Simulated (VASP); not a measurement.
Input of a VASP 6.6.1 run:

File INCAR:

```
SYSTEM = Si64C
  PREC = Accurate
  ENCUT = 520
  EDIFF = 1E-6
  ISMEAR = -1
  SIGMA = 0.05
  LREAL = Auto
  LASPH = .True.
  NELM = 60
  ALGO = Normal
  ISIF = 2
  LWAVE = .False.
  LCHARG = .False.
  GGA = PS
  NBANDS = 168
  ISYM = 0
```

File KPOINTS:

```
Automatic mesh
0
Gamma
  1 1 1
  0.25 0.25 0.25
```

Contents of POSCAR:

```
Si64C
1.0
   10.8655790000      0.0000000000      0.0000000000
    0.0000000000     10.8655790000      0.0000000000
    0.0000000000      0.0000000000     10.8655790000
Si C
64 1
Direct
    0.0012160000      0.0015690000      0.0015320000
    0.9935050000      0.9938140000      0.4987690000
    0.0009080000      0.5023870000      0.0018000000
    0.0001970000      0.5012310000      0.5018380000
    0.5020320000      0.0013680000      0.0016910000
    0.5008190000      0.0005650000      0.5018790000
    0.5005030000      0.5008450000      0.0014460000
    0.4080230000      0.4086230000      0.4494580000
    0.1264580000      0.1268150000      0.1271690000
    0.1115160000      0.1117830000      0.6329080000
    0.1317280000      0.6239980000      0.1328150000
    0.1297160000      0.6262970000      0.6227840000
    0.6236960000      0.1320240000      0.1327980000
    0.6259350000      0.1301410000      0.6227250000
    0.6304910000      0.6307960000      0.1171840000
    0.6121290000      0.6124330000      0.5997130000
    0.2523500000      0.2527390000      0.0038210000
    0.2333490000      0.2336740000      0.5099780000
    0.2507980000      0.7483050000      0.0020220000
    0.2627440000      0.7470080000      0.4994900000
    0.7479300000      0.2511300000      0.0019730000
    0.7467110000      0.2631090000      0.4994240000
    0.7546270000      0.7549520000      0.9929220000
    0.7476000000      0.7479210000      0.4989190000
    0.3774580000      0.3779070000      0.1311030000
    0.3504970000      0.3510720000      0.6474040000
    0.3746320000      0.8785880000      0.1236520000
    0.3760820000      0.8771880000      0.6287580000
    0.8781710000      0.3749230000      0.1236840000
    0.8768920000      0.3764350000      0.6287070000
    0.8766470000      0.8770220000      0.1255790000
    0.8706980000      0.8711210000      0.6250010000
    0.2523090000      0.0027980000      0.2519760000
    0.2485600000      0.9982040000      0.7549890000
    0.2643690000      0.5003100000      0.2687250000
    0.2452080000      0.5011860000      0.7556520000
    0.7531050000      0.0052460000      0.2493710000
    0.7498350000      0.0025390000      0.7473510000
    0.7603220000      0.5102910000      0.2410160000
    0.7420790000      0.5003280000      0.7418820000
    0.3741100000      0.1273990000      0.3821000000
    0.3746370000      0.1241680000      0.8792970000
    0.4089630000      0.6336980000      0.3775310000
    0.3764870000      0.6248540000      0.8753920000
    0.8737050000      0.1314630000      0.3770290000
    0.8725230000      0.1247770000      0.8782780000
    0.8803740000      0.6301180000      0.3752250000
    0.8747260000      0.6245700000      0.8692590000
    0.0024090000      0.2526250000      0.2519820000
    0.9979120000      0.2488990000      0.7549250000
    0.0049480000      0.7534740000      0.2493090000
    0.0021180000      0.7502490000      0.7473330000
    0.4999860000      0.2646730000      0.2684920000
    0.5007880000      0.2457570000      0.7554830000
    0.5100290000      0.7607070000      0.2409470000
    0.5000010000      0.7423540000      0.7418960000
    0.1269550000      0.3743970000      0.3821410000
    0.1236700000      0.3750110000      0.8794140000
    0.1311720000      0.8740350000      0.3770080000
    0.1243930000      0.8728350000      0.8783120000
    0.6332040000      0.4091970000      0.3774980000
    0.6245110000      0.3768720000      0.8753470000
    0.6297320000      0.8807090000      0.3753080000
    0.6242130000      0.8750590000      0.8692720000
    0.5305290000      0.5308680000      0.4627870000
```

Potentials or basis: VASP PAW PBE potentials, release 64 (Si, C).

Launch:

```console
$ cat potpaw_PBE.64/Si/POTCAR potpaw_PBE.64/C/POTCAR > POTCAR
$ mpirun -np 1 vasp_std > vasp.out
```

Problem. What does it give for the band gap on the k mesh?

Solution. 0.58 eV.

Problem. What does it give for the largest force?

Solution. 0.299 eV/Å.

Stress tensor (GPa, compression positive):
```
-0.09  0.83 -0.98
 0.83 -0.10 -0.98
-0.98 -0.98 -0.48
```

Caveat: semilocal functionals underestimate gaps, and a narrow one can read as zero; the PAW data sets were made with another functional, which shifts forces and pressure a little.
